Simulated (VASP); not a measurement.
Input of a VASP 6.6.1 run:

The input INCAR:

```
PREC     = Accurate       # precision mode
ENCUT    = 520            # plane-wave cutoff, eV
EDIFF    = 1E-7           # SCF threshold, eV
ISMEAR   = 0              # smearing method
SIGMA    = 0.15           # smearing width, eV
LREAL    = F              # projectors in reciprocal space
LASPH    = T              # aspherical terms in the spheres
NELM     = 60             # most SCF steps
ALGO     = Fast           # electronic algorithm
ISIF     = 2              # what is computed and relaxed
LWAVE    = F              # write WAVECAR
LCHARG   = T              # write CHGCAR
GGA      = CA             # functional
LELF     = T              # ELF
LVHAR    = T            
NBANDS   = 18             # bands
```

The input KPOINTS:

```
Automatic mesh
0
Gamma
  16 16 16
```

The input POSCAR:

```
TiAl3
1.0
   -1.8725878970      1.8725878970      4.3180004316
    1.8725878970     -1.8725878970      4.3180004316
    1.8725878970      1.8725878970     -4.3180004316
Ti Al
1 3
Direct
    0.0000000000      0.0000000000      0.0000000000
    0.5000000000      0.5000000000      0.0000000000
    0.7500000000      0.2500000000      0.5000000000
    0.2500000000      0.7500000000      0.5000000000
```

Potentials or basis: VASP PAW LDA potentials, release 64 (Ti_sv, Al).

Command:

```bash
$ cat potpaw_LDA.64/Ti_sv/POTCAR potpaw_LDA.64/Al/POTCAR > POTCAR
$ mpirun -np 1 vasp_std > vasp.out
```

(1) What does it give for the pressure?

(2) What does it give for the band gap on the k mesh?

Answers

(1) 0.4 GPa.

(2) zero (an odd number of electrons rules out a gap without spin polarisation).

Caveat: the stress differs along the axes, from -3 to 2 GPa.
